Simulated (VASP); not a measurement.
Input of a VASP 6.6.1 run:

Contents of POSCAR:

```
Co
1.0
    2.4726832989      0.0000000000      0.0000000000
   -1.2363416495      2.1414065524      0.0000000000
    0.0000000000      0.0000000000      4.0144467266
Co
2
Direct
    0.3333333333      0.6666666667      0.7500000000
    0.6666666667      0.3333333333      0.2500000000
```

Contents of INCAR.step1:

```
  PREC = Accurate
  ENCUT = 520
  ISMEAR = 0
  SIGMA = 0.05
  LREAL = False
  LASPH = True
  NELM = 60
  NBANDS = 16
  GGA = PE
  ALGO = Normal
  EDIFF = 1E-4
  LWAVE = True
  LCHARG = False
```

File INCAR.step2:

```
  PREC = Accurate
  ENCUT = 520
  EDIFF = 1E-7
  ISMEAR = 0
  SIGMA = 0.05
  LREAL = False
  LASPH = True
  NELM = 60
  ALGO = Normal
  ISIF = 2
  LWAVE = False
  LCHARG = True
  METAGGA = R2SCAN
  LMIXTAU = True
  LELF = True
  LVHAR = True
  NBANDS = 16
  ISTART = 1
```

Contents of KPOINTS:

```
Automatic mesh
0
Gamma
  20 20 10
```

Potentials or basis: VASP PAW PBE potentials, release 64 (Co).

Run with:

```sh
$ cat potpaw_PBE.64/Co/POTCAR > POTCAR
$ cp INCAR.step1 INCAR
$ mpirun -np 1 vasp_std > vasp.out
$ cp INCAR.step2 INCAR
$ mpirun -np 1 vasp_std > vasp.out
```

Q: What does it give for the pressure?

A: -15.8 GPa.

Q: What does it give for the band gap on the k mesh?

A: Zero (bands 9 and 10 overlap by 1.52 eV).

Stress tensor (GPa, compression positive):
```
-15.13   0.00   0.00
  0.00 -15.13   0.00
  0.00   0.00 -17.26
```

Caveat: the cell stands under tension; the PAW data sets were made with another functional, which shifts forces and pressure a little; the run has no spin polarisation, though such a crystal can be magnetic. Spin polarisation is off, so any magnetic state and its effect on volume and gap are missing.
